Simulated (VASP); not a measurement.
The system is In3GaP4.

```
CELL_PARAMETERS angstrom
5.55128 0.00000 0.00000
0.00000 5.55128 0.00000
0.00000 0.00000 5.55128
ATOMIC_POSITIONS crystal
Ga 0.00000 0.00000 0.00000
P 0.25000 0.25000 0.25000
P 0.75000 0.75000 0.25000
P 0.75000 0.25000 0.75000
P 0.25000 0.75000 0.75000
In 0.50000 0.50000 0.00000
In 0.50000 0.00000 0.50000
In 0.00000 0.50000 0.50000
```

```yaml
Program: VASP 6.6.1
Task: relaxation of cell and atoms
Functional: PBE
Potentials_or_basis: VASP PAW PBE potentials, release 64 (Ga_d, P, In_d)
Cutoff: 600 eV
k_mesh: 4 × 4 × 4
Occupations: fermi-dirac, width 0.02 eV
Spin: no spin polarisation
```

At the start: pressure 14.9 GPa; volume 21.38 Å³/atom.

Task: Where does the relaxation end?

Result: Over 9 steps the energy falls by 182.3 meV/atom and the volume is 24.95 Å³/atom (+16.7 %); space group P-43m (No. 215, to 0.1 Å) before and after.

Step by step:
```tsv
step	energy change (eV)	largest force (eV/Å)	pressure (GPa)	volume (Å³)
1	0.0000	1.6333	14.92	171.07
2	-0.9405	0.1355	-5.57	225.26
3	-1.3874	0.5554	-0.55	202.28
4	-1.3873	0.5712	-0.38	201.62
5	-1.4360	0.3355	-0.11	200.28
6	-1.4573	0.0067	0.31	198.62
7	-1.4574	0.0239	0.29	198.70
8	-1.4580	0.0116	-0.16	200.10
9	-1.4582	0.0016	0.00	199.58
```

Final structure:
```
Ga P In
1.0
     5.84397    0.00000    0.00000
     0.00000    5.84397    0.00000
     0.00000    0.00000    5.84397
Ga P In
1 4 3
Cartesian
  0.0000 0.0000 0.0000
  1.3979 1.3979 1.3979
  4.4461 4.4461 1.3979
  4.4461 1.3979 4.4461
  1.3979 4.4461 4.4461
  2.9220 2.9220 0.0000
  2.9220 0.0000 2.9220
  0.0000 2.9220 2.9220
```

Caveat: the volume moved by over 15 % at a fixed basis, so the end points are rough; semilocal functionals underestimate gaps, and a narrow one can read as zero; spin-orbit coupling is left out, which moves the levels of the heavy elements.
